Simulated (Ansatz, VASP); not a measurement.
## CuF in VASP and in Ansatz

Contents of INCAR:

```
SYSTEM = CuF
PREC = Accurate ; ENCUT = 520
EDIFF = 1E-7 ; ISMEAR = -1
SIGMA = 0.02 ; LREAL = .False.
LASPH = .True. ; NELM = 100
ALGO = Normal ; ISIF = 2
LWAVE = .False. ; LCHARG = .False.
GGA = PE ; NBANDS = 26
```

Contents of KPOINTS:

```
Automatic mesh
0
Gamma
  9 9 4
  0 0 0
```

Contents of POSCAR:

```
CuF
1.0
    3.2965359216      0.0000000000      0.0000000000
   -1.6482679608      2.8548838526      0.0000000000
    0.0000000000      0.0000000000      5.2008577582
Cu F
2 2
Direct
    0.0000000000      0.0000000000      0.0000000000
    0.0000000000      0.0000000000      0.5000000000
    0.3333333333      0.6666666667      0.2500000000
    0.6666666667      0.3333333333      0.7500000000
```

Input for Ansatz:

```yaml
crystal:
  lattice:
    - [3.2965359216, 0.0, 0.0]
    - [-1.6482679608, 2.8548838526, 0.0]
    - [0.0, 0.0, 5.2008577582]
  atoms:
    - { symbol: Cu, position: [0.0, 0.0, 0.0] }
    - { symbol: Cu, position: [0.0, 0.0, 0.5] }
    - { symbol: F, position: [0.3333333333, 0.6666666667, 0.25] }
    - { symbol: F, position: [0.6666666667, 0.3333333333, 0.75] }
kpoints:
  mp_grid: { grid: [9, 9, 4] }
hamiltonian:
  xc: pbe
scf:
  occupations: { method: fermi_dirac, width: 0.02 }
  n_extra_bands: 5
output:
  forces: true
  stress: true
  eigenvalues: true
```

Alike in both runs: task single point; functional PBE; k mesh 9 × 9 × 4; occupations fermi-dirac, width 0.02 eV; no spin polarisation.

```csv
,VASP,Ansatz
version,VASP 6.6.1,Ansatz 0.2.0
potentials or method,"VASP PAW PBE potentials, release 64 (Cu, F)","plane waves, PAW"
plane-wave cutoff (eV),520,420
valence electrons in the cell,36,52
```

Ansatz gave:

- pressure (GPa): 0.0
- traceless stress, the component that is largest in VASP (GPa): 0.07

Task: Which values does VASP return?

Result: Pressure (GPa): -0.2; traceless stress, the component that is largest in VASP (GPa): 0.10.

VASP's potentials hold 36 valence electrons a cell and Ansatz's 52, so a difference there can come from the potentials and not from the codes.
